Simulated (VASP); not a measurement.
# Ni3Ge: single point with r2SCAN

Crystal: Ni3Ge.

```
Ni Ge
1.0
     3.53033    0.00000    0.00000
     0.00000    3.53033    0.00000
     0.00000    0.00000    3.53033
Ni Ge
3 1
Direct
  0.50000 0.00000 0.50000
  0.00000 0.50000 0.50000
  0.50000 0.50000 0.00000
  0.00000 0.00000 0.00000
```

```
Program             : VASP 6.6.1
Task                : single point
Functional          : r2SCAN
Potentials or basis : VASP PAW PBE potentials, release 64 (Ni, Ge_d)
Cutoff              : 520 eV
k mesh              : 6 × 6 × 6
Occupations         : gaussian, width 0.1 eV
Spin                : no spin polarisation
```

```yaml
Pressure: 0.8 GPa
Band_gap_on_the_k_mesh: zero (band 22 reaches 10.22 eV, above the bottom of band 23 at 9.96 eV)
```

Levels at points of the mesh, in eV from the Fermi level:
```csv
k point,band 19,band 20,band 21,band 22,band 23,band 24,band 25,band 26
"(0.00, 0.00, 0.00)",-0.71,-0.71,-0.37,0.03,0.03,0.03,4.29,7.16
"(0.50, 0.00, 0.00)",-1.33,-1.23,-0.65,0.03,3.74,3.74,5.17,6.02
"(0.50, 0.50, 0.00)",-1.30,-1.17,-0.99,-0.94,0.62,0.62,5.90,6.92
"(0.50, 0.50, 0.50)",-1.23,-1.23,-0.56,-0.23,-0.23,-0.23,0.77,4.44
```

Run time: 76 s on 1 thread of Intel(R) Xeon(R) Platinum 8488C (Sapphire Rapids), with other jobs on the host, peak memory 0.18 GiB.

Caveat: the PAW data sets were made with another functional, which shifts forces and pressure a little. Spin polarisation is off, so any magnetic state and its effect on volume and gap are missing.
